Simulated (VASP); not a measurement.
# Pt (Im-3m) in VASP: settings compared

Pt is run at these levels: LDA, PBEsol; tasks: single point, relaxation of cell and atoms.

All numbers are computed with VASP 6.6.1; they aren't measurements. Logs are shortened: lines on timing, memory, paths and dates and some standing lists are left out, and cuts for length are marked.

## Step 1: The cell of the first run

The structure is cubic, space group Im-3m (No. 229). Conventional cell: a = 3.168 Å, b = 3.168 Å, c = 3.168 Å, α = 90.00°, β = 90.00°, γ = 90.00°. Pt (site symmetry m-3m) has 14 Pt at 2.74 to 3.17 Å within 3.6 Å.

This isn't the form of Pt at room conditions, which is fcc.

## Step 2: Single point, LDA

INCAR

```
SYSTEM = Pt
ALGO     = Normal         ! electronic algorithm
EDIFF    = 1E-6           ! SCF threshold, eV
ENCUT    = 500            ! plane-wave cutoff, eV
GGA_COMPAT= .FALSE.      
ISIF     = 2              ! what is computed and relaxed
ISMEAR   = 0              ! smearing method
LASPH    = .TRUE.         ! aspherical terms in the spheres
LCHARG   = .FALSE.        ! write CHGCAR
LREAL    = .FALSE.        ! projectors in reciprocal space
LWAVE    = .FALSE.        ! write WAVECAR
NBANDS   = 11             ! bands
NELM     = 120            ! most SCF steps
PREC     = Accurate       ! precision mode
SIGMA    = 0.1            ! smearing width, eV
```

KPOINTS

```
k-points
0
G
  8 8 8
  0 0 0
```

POSCAR

```
Pt
1.0
   -1.5842200000      1.5842200000      1.5842200000
    1.5842200000     -1.5842200000      1.5842200000
    1.5842200000      1.5842200000     -1.5842200000
Pt
1
Direct
    0.0000000000      0.0000000000      0.0000000000
```

Potentials or basis: VASP PAW LDA potentials, release 64 (Pt).

The run is started by

```
> cat potpaw_LDA.64/Pt/POTCAR > POTCAR
> mpirun -np 1 vasp_std > vasp.out
```

OUTCAR:

```text
SYSTEM = Pt
   EDIFF = 1E-6
   ENCUT = 500
   ISIF = 2
   ISMEAR = 0
   LASPH = .TRUE.
   LREAL = .FALSE.
   NELM = 120
   PREC = Accurate

 ion  position               nearest neighbor table
   1  0.000  0.000  0.000-

  LATTYP: Found a body centered cubic cell.
 ALAT       =     3.1684400000

  Lattice vectors:

 A1 = (  -1.5842200000,   1.5842200000,   1.5842200000)
 A2 = (   1.5842200000,  -1.5842200000,   1.5842200000)
 A3 = (   1.5842200000,   1.5842200000,  -1.5842200000)

Analysis of symmetry for initial positions (statically):
=====================================================================
 Subroutine PRICEL returns:
 Original cell was already a primitive cell.

 Routine SETGRP: Setting up the symmetry group for a
 body centered cubic supercell.

 Subroutine GETGRP returns: Found 48 space group operations
 (whereof 48 operations were pure point group operations)
 out of a pool of 48 trial point group operations.

The static configuration has the point symmetry O_h .

Analysis of symmetry for dynamics (positions and initial velocities):
=====================================================================
 Subroutine PRICEL returns:
 Original cell was already a primitive cell.

 Routine SETGRP: Setting up the symmetry group for a
 body centered cubic supercell.

 Subroutine GETGRP returns: Found 48 space group operations
 (whereof 48 operations were pure point group operations)
 out of a pool of 48 trial point group operations.

The dynamic configuration has the point symmetry O_h .

 Subroutine INISYM returns: Found 48 space group operations
 (whereof 48 operations are pure point group operations),
 and found     1 'primitive' translations

----------------------------------------------------------------------------------------

                                     Primitive cell

  volume of cell :      15.9040

  direct lattice vectors                    reciprocal lattice vectors
    -1.584220000  1.584220000  1.584220000     0.000000000  0.315612731  0.315612731
     1.584220000 -1.584220000  1.584220000     0.315612731  0.000000000  0.315612731
     1.584220000  1.584220000 -1.584220000     0.315612731  0.315612731  0.000000000

  length of vectors
     2.743949530  2.743949530  2.743949530     0.446343804  0.446343804  0.446343804

  position of ions in fractional coordinates (direct lattice)
     0.000000000  0.000000000  0.000000000

  ion indices of the primitive-cell ions
[... 80 lines left out ...]
   ISIF   =      2    stress and relaxation
   ISYM   =      2    0-nonsym 1-usesym 2-fastsym
   POTIM  = 0.5000    time-step for ionic-motion
   TEBEG  =    0.0;   TEEND  =   0.0 temperature during run
   PSTRESS=    0.0 pullay stress
   NELECT =      10.0000    total number of electrons
   NUPDOWN=      -1.0000    fix difference up-down
   EMIN   =  10.00;   EMAX   =-10.00  energy-range for DOS
   EFERMI =   0.00;   METHOD = LEGACY
   ISMEAR =     0;   SIGMA  =   0.10  broadening in eV -4-tet -1-fermi 0-gaus
   EFERMI_NEDOS =   21; number of points for ismear=-14 and -15
   IALGO  =     38    algorithm
   IMIX   =      4    mixing-type and parameters
     AMIX     =   0.40;   BMIX     =  1.00
     AMIX_MAG =   1.60;   BMIX_MAG =  1.00
  volume/ion in A,a.u.               =      15.90       107.33
  Fermi-wavevector in a.u.,A,eV,Ry     =   1.402510  2.650360 26.763132  1.967035
  Thomas-Fermi vector in A             =   2.525265
   LORBIT       =      0    0 simple, 1 ext, 2 COOP (PROOUT), +10 PAW based schemes
   GGA     = CA    functional components
   LHFCALC =     F    Hartree Fock is set to
   AEXX    =    0.0000 exact exchange contribution
   IVDW    =     0    specifies the selected vdW correction
   LEPSILON=     F    determine dielectric tensor
   LRPA    =     F    only Hartree local field effects (RPA)
 non-spin polarized calculation
 Gauss-broadening in eV      SIGMA  =   0.10
  energy-cutoff  :      500.00
  volume of cell :       15.90
 maximum number of plane-waves:       420
   NGX =  9   NGY =  9   NGZ =  9

 number of electron      10.0000000 magnetization

 Free energy of the ion-electron system (eV)
  ---------------------------------------------------
  ext. energy  EPLUGINS =         0.00000000
  ---------------------------------------------------
  free energy    TOTEN  =        -7.28073721 eV

  energy without entropy =       -7.26495750  energy(sigma->0) =       -7.27284736

 E-fermi :   9.9986     XC(G=0): -13.3732

 val. band max:        9.9809252500   @ k =  -0.3750   0.3750   0.1250
 cond. band min:       9.9992444175   @ k =  -0.2500   0.2500   0.2500
 fundamental gap:      0.0183191675
 Fermi energy:         9.9986239600

 k-point     1 :       0.0000    0.0000    0.0000
  band No.  band energies     occupation
      1       0.4789      2.00000
      2       6.4847      2.00000
      3       6.4847      2.00000
      4       6.4847      2.00000
      5       8.9948      2.00000
      6       8.9948      2.00000
      7      27.0021      0.00000
      8      27.0021      0.00000
      9      27.0021      0.00000
     10      37.0182      0.00000
     11      37.0268      0.00000
[... 309 lines left out ...]
 k-point    24 :      -0.3750    0.3750    0.2500
  band No.  band energies     occupation
      1       4.8472      2.00000
      2       5.4174      2.00000
      3       7.2182      2.00000
      4       7.8745      2.00000
      5       9.7492      1.99958
      6      11.6213      0.00000
      7      20.6276      0.00000
      8      23.4119      0.00000
      9      25.7235      0.00000
     10      28.7918      0.00000
     11      35.1479      0.00000

 [... further k-points ...]

------------------------ aborting loop because EDIFF is reached ----------------------------------------

  FORCE on cell =-STRESS in cart. coord.  units (eV):
  Direction    XX          YY          ZZ          XY          YZ          ZX
  --------------------------------------------------------------------------------------
  -------------------------------------------------------------------------------------
  Total       -1.3727227     -1.3727227     -1.3727227     -0.0000000     -0.0000000      0.0000000
  in kB     -138.2887727   -138.2887727   -138.2887727     -0.0000000     -0.0000000      0.0000000
  external PRESSURE =    -138.2887727 kB  Pullay stress =       0.0000000 kB

 VOLUME and BASIS-vectors are now :
 -----------------------------------------------------------------------------
  energy-cutoff  :      500.00
  volume of cell :       15.90
      direct lattice vectors                 reciprocal lattice vectors
    -1.584220000  1.584220000  1.584220000     0.000000000  0.315612731  0.315612731
     1.584220000 -1.584220000  1.584220000     0.315612731  0.000000000  0.315612731
     1.584220000  1.584220000 -1.584220000     0.315612731  0.315612731  0.000000000

 POSITION                                       TOTAL-FORCE (eV/Angst)
 -----------------------------------------------------------------------------------
      0.00000      0.00000      0.00000         0.000000     -0.000000      0.000000
 -----------------------------------------------------------------------------------
    total drift:                                0.000000     -0.000000      0.000000

  FREE ENERGIE OF THE ION-ELECTRON SYSTEM (eV)
  ---------------------------------------------------
  free  energy   TOTEN  =        -7.2807372103 eV

  energy  without entropy=       -7.2649575018  energy(sigma->0) =       -7.27284736
```

It took 5.5 s on 1 thread of Intel Xeon 8259CL, shared host; peak memory 0.12 GiB.

What came out:

```
Free energy            : -7.2807 eV
Pressure               : -13.8 GPa
Band gap on the k mesh : zero (bands 5 and 6 overlap by 1.92 eV)
```

Caveat: the cell stands under tension; spin-orbit coupling is left out, which moves the levels of the heavy elements.

## Step 3: Single point, LDA

This run uses another cell than the first one, of 14.99 Å³/atom.

INCAR

```
SYSTEM = Pt
PREC = Accurate
ENCUT = 500
EDIFF = 1E-6
ISMEAR = 0
SIGMA = 0.1
LREAL = .FALSE.
LASPH = .TRUE.
NELM = 120
ALGO = Normal
ISIF = 2
LWAVE = .FALSE.
LCHARG = .FALSE.
GGA = CA
NBANDS = 11
GGA_COMPAT = .FALSE.
```

KPOINTS

```
Automatic mesh
0
G
  8 8 8
  0 0 0
```

POSCAR

```
Pt
1.0
   -1.5534329679      1.5534329679      1.5534329679
    1.5534329679     -1.5534329679      1.5534329679
    1.5534329679      1.5534329679     -1.5534329679
Pt
1
Direct
    0.0000000000      0.0000000000      0.0000000000
```

Potentials or basis: VASP PAW LDA potentials, release 64 (Pt).

The run is started by

```
> cat potpaw_LDA.64/Pt/POTCAR > POTCAR
> mpirun -np 1 vasp_std > vasp.out
```

Wall time 6.3 s (1 thread of Intel Xeon 8259CL, shared host); peak memory 0.12 GiB.

The run converged. Its results:

* Free energy: -7.3193 eV
* Pressure: 0.7 GPa
* Band gap on the k mesh: zero (bands 5 and 6 overlap by 2.15 eV)

Levels at points of the mesh, in eV from the Fermi level:
| k point | band 1 | band 2 | band 3 | band 4 | band 5 | band 6 | band 7 | band 8 | band 9 | band 10 |
| --- | --- | --- | --- | --- | --- | --- | --- | --- | --- | --- |
| (0.00, 0.00, 0.00) | -10.14 | -3.85 | -3.85 | -3.85 | -1.11 | -1.11 | 16.97 | 16.97 | 16.97 | 27.75 |
| (0.50, 0.00, 0.00) | -7.16 | -5.40 | -1.31 | -0.74 | 0.03 | 1.12 | 6.70 | 13.17 | 16.16 | 24.15 |
| (0.50, 0.50, 0.50) | -6.66 | -6.66 | 0.54 | 0.54 | 0.54 | 7.69 | 7.69 | 7.69 | 13.46 | 19.83 |

Caveat: spin-orbit coupling is left out, which moves the levels of the heavy elements.

## Step 4: Relaxation of cell and atoms, LDA

INCAR

```
SYSTEM = Pt
PREC = Accurate
ENCUT = 500
EDIFF = 1E-7
ISMEAR = 0
SIGMA = 0.1
LREAL = .FALSE.
LASPH = .TRUE.
NELM = 120
ALGO = Normal
ISIF = 3
LWAVE = .FALSE.
LCHARG = .FALSE.
IBRION = 2
NSW = 100
EDIFFG = -0.05
GGA_COMPAT = .FALSE.
NELMIN = 4
```

KPOINTS

```
regular mesh
0
G
  8 8 8
  0 0 0
```

POSCAR

```
Pt
1.0
   -1.5842200000      1.5842200000      1.5842200000
    1.5842200000     -1.5842200000      1.5842200000
    1.5842200000      1.5842200000     -1.5842200000
Pt
1
Direct
    0.0000000000      0.0000000000      0.0000000000
```

The run is started by

```
> cat potpaw_LDA.64/Pt/POTCAR > POTCAR
> mpirun -np 1 vasp_std > vasp.out
```

It took 14 s on 1 thread of Intel Xeon 8259CL, shared host; peak memory 0.13 GiB.

Results (log left out):

| Property | Result |
| --- | --- |
| Free energy | -7.3201 eV |
| Relaxed volume | 15.05 Å³/atom |
| Relaxed cell | a = 2.694 Å, b = 2.694 Å, c = 2.694 Å, α = 109.47°, β = 109.47°, γ = 109.47° |
| Space group after relaxing (to 0.1 Å) | Im-3m (No. 229) |
| Energy gained by relaxing | 39.4 meV/atom |
| Ionic steps | 4 |
| Pressure after relaxing | -0.2 GPa |
| Band gap on the k mesh | zero (bands 5 and 6 overlap by 2.13 eV) |

Step by step:
```tsv
step	energy change (eV)	largest force (eV/Å)	pressure (GPa)	volume (Å³)
1	0.0000	0.0000	-13.82	15.90
2	0.3140	0.0000	63.88	12.95
3	-0.0393	0.0000	-0.75	15.08
4	-0.0394	0.0000	-0.21	15.05
```

Final structure:
```
Pt
1.0
    -1.55527    1.55527    1.55527
     1.55527   -1.55527    1.55527
     1.55527    1.55527   -1.55527
Pt
1
Direct
  0.00000 0.00000 0.00000
```

Levels at points of the mesh, in eV from the Fermi level:
```tsv
k point	band 2	band 3	band 4	band 5	band 6	band 7	band 8	band 9
(0.00, 0.00, 0.00)	-3.83	-3.83	-3.83	-1.11	-1.11	16.98	16.98	16.98
(0.50, 0.00, 0.00)	-5.37	-1.30	-0.74	0.04	1.12	6.67	13.17	16.13
(0.50, 0.50, 0.50)	-6.63	0.54	0.54	0.54	7.68	7.68	7.68	13.41
```

Caveat: spin-orbit coupling is left out, which moves the levels of the heavy elements.

## Step 5: Single point, PBEsol

This run uses another cell than the first one, of 14.91 Å³/atom.

INCAR

```
PREC = Accurate
ENCUT = 500
EDIFF = 1E-6
ISMEAR = 0
SIGMA = 0.15
LREAL = False
LASPH = True
NELM = 120
ALGO = Normal
ISIF = 2
LWAVE = False
LCHARG = False
GGA = PS
NBANDS = 11
GGA_COMPAT = False
```

KPOINTS

```
Automatic mesh
0
Gamma
  22 22 22
  0.5 0.5 0.5
```

POSCAR

```
Pt
1.0
   -1.5505813431      1.5505813431      1.5505813431
    1.5505813431     -1.5505813431      1.5505813431
    1.5505813431      1.5505813431     -1.5505813431
Pt
1
Direct
    0.0000000000      0.0000000000      0.0000000000
```

Potentials or basis: VASP PAW PBE potentials, release 64 (Pt).

The run is started by

```
> cat potpaw_PBE.64/Pt/POTCAR > POTCAR
> mpirun -np 1 vasp_std > vasp.out
```

Wall time 47 s (1 thread of Intel Xeon 8259CL, shared host); peak memory 0.16 GiB.

The run converged. Its results:

```
Free energy            : -6.8544 eV
Pressure               : 5.3 GPa
Band gap on the k mesh : zero (bands 5 and 6 overlap by 2.36 eV)
```

Levels at points of the mesh, in eV from the Fermi level:
```
           k point  band 2  band 3  band 4  band 5  band 6  band 7  band 8  band 9
(0.02, 0.02, 0.02)   -3.88   -3.88   -3.72   -1.14   -1.14   17.12   17.18   17.18
```

Caveat: the cell stands under pressure; the PAW data sets were made with another functional, which shifts forces and pressure a little; spin-orbit coupling is left out, which moves the levels of the heavy elements.

## Step 6: Single point, LDA

This run uses another cell than the first one, of 14.91 Å³/atom.

INCAR

```
SYSTEM = Pt
ALGO = Normal ; EDIFF = 1E-7
ENCUT = 520 ; GGA = CA
ISIF = 2 ; ISMEAR = 0
LASPH = .TRUE. ; LCHARG = .FALSE.
LREAL = .FALSE. ; LWAVE = .FALSE.
NBANDS = 11 ; NELM = 60
PREC = Accurate ; SIGMA = 0.1
```

KPOINTS

```
k-points
0
G
  18 18 18
  0 0 0
```

POSCAR is that of step 5.

Potentials or basis: VASP PAW LDA potentials, release 64 (Pt).

The run is started by

```
> cat potpaw_LDA.64/Pt/POTCAR > POTCAR
> mpirun -np 1 vasp_std > vasp.out
```

Wall time 17 s (1 thread of Intel Xeon Platinum 8259CL at 2.50GHz (Skylake/Cascade Lake), shared host); peak memory 0.14 GiB.

It converged, with:

```
Free energy            : -7.3957 eV
Pressure               : 0.7 GPa
Band gap on the k mesh : zero (bands 5 and 6 overlap by 2.32 eV)
```

Levels at points of the mesh, in eV from the Fermi level:
| k point | band 1 | band 2 | band 3 | band 4 | band 5 | band 6 | band 7 | band 8 | band 9 | band 10 |
| --- | --- | --- | --- | --- | --- | --- | --- | --- | --- | --- |
| (0.00, 0.00, 0.00) | -10.17 | -3.88 | -3.88 | -3.88 | -1.11 | -1.11 | 16.99 | 16.99 | 16.99 | 27.84 |
| (0.50, 0.00, 0.00) | -7.20 | -5.44 | -1.31 | -0.74 | 0.03 | 1.13 | 6.76 | 13.19 | 16.22 | 24.20 |
| (0.50, 0.50, 0.50) | -6.71 | -6.71 | 0.55 | 0.55 | 0.55 | 7.72 | 7.72 | 7.72 | 13.56 | 19.93 |

Caveat: spin-orbit coupling is left out, which moves the levels of the heavy elements.

## Step 7: Overview

| task | level | potentials or basis | cell | k mesh | cutoff (eV) | smearing | gap on the mesh (eV) | pressure (GPa) |
| --- | --- | --- | --- | --- | --- | --- | --- | --- |
| single point | LDA | VASP PAW LDA potentials, release 64 (Pt) | a = 2.744 Å, angles 109.5°, 1 atom | 8 × 8 × 8 | 500 | gaussian 0.1 eV | none | -13.8 |
| single point | LDA | VASP PAW LDA potentials, release 64 (Pt) | a = 2.691 Å, angles 109.5°, 1 atom | 8 × 8 × 8 | 500 | gaussian 0.1 eV | none | 0.7 |
| relaxation of cell and atoms | LDA | VASP PAW LDA potentials, release 64 (Pt) | relaxed from a = 2.744 Å, angles 109.5°, 1 atom | 8 × 8 × 8 | 500 | gaussian 0.1 eV | none | -0.2 |
| single point | PBEsol | VASP PAW PBE potentials, release 64 (Pt) | a = 2.686 Å, angles 109.5°, 1 atom | 22 × 22 × 22, shifted | 500 | gaussian 0.15 eV | none | 5.3 |
| single point | LDA | VASP PAW LDA potentials, release 64 (Pt) | a = 2.686 Å, angles 109.5°, 1 atom | 18 × 18 × 18 | 520 | gaussian 0.1 eV | none | 0.7 |

Alike in all rows: no spin polarisation.

Caveats: spin-orbit coupling is left out, which moves the levels of the heavy elements; the cell stands under tension (at least some runs); the cell stands under pressure (at least some runs); the PAW data sets were made with another functional, which shifts forces and pressure a little (at least some runs).

Total energies depend on the potentials used, so only differences within one code and one set of settings carry meaning.
